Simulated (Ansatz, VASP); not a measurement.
**MnO2 in VASP and in Ansatz**

```xyz
9
Lattice="6.8894 -1.4369 0.1573 6.8894 1.4369 0.1573 0.0633 0.0000 4.5279" Properties=species:S:1:pos:R:3 pbc="T T T"
Mn    0.0000    0.0000    0.0000
Mn    9.1103    0.0000    2.3923
Mn    4.7317    0.0000    2.4502
O     6.0916    0.0000    3.8010
O     7.7504    0.0000    1.0415
O    12.3981    0.0000    1.6578
O     1.4439    0.0000    3.1847
O    10.6959    0.0000    3.4678
O     3.1461    0.0000    1.3747
```

Alike in both runs: functional PBE; k mesh 6 × 6 × 4; occupations gaussian, width 0.1 eV; collinear spin.

Ansatz relaxed the structure, and its values are those at the end. VASP's run is a single point on that final structure, the one shown.

|  | VASP | Ansatz |
| --- | --- | --- |
| version | VASP 6.6.1 | Ansatz 0.2.0 |
| potentials or method | VASP PAW PBE potentials, release 64 (Mn_pv, O), cutoff 520 eV | scalar-relativistic, plane waves, PAW |
| valence electrons in the cell | 75 | 81 |

Ansatz gave:

- gap on the k mesh at the Fermi level (eV): 0.38
- least direct gap on the mesh (eV): 0.47
- pressure (GPa): 0.1
- rms of the force components (eV/Å): 0.013
- net moment per atom (μB): 1.00
- size of the moment on the site where the two differ most (μB): 2.43

Problem. What did VASP give for the same quantities?

Solution. gap on the k mesh at the Fermi level (eV): 0.35; least direct gap on the mesh (eV): 0.44; pressure (GPa): 1.0; rms of the force components (eV/Å): 0.031; net moment per atom (μB): 1.00; size of the moment on the site where the two differ most (μB): 2.77.

Site moments also hang on the region over which each program counts them. The functional is the same, so the differences come from potentials, cutoffs and numerics. VASP's potentials hold 75 valence electrons a cell and Ansatz's 81, so a difference there can come from the potentials and not from the codes.
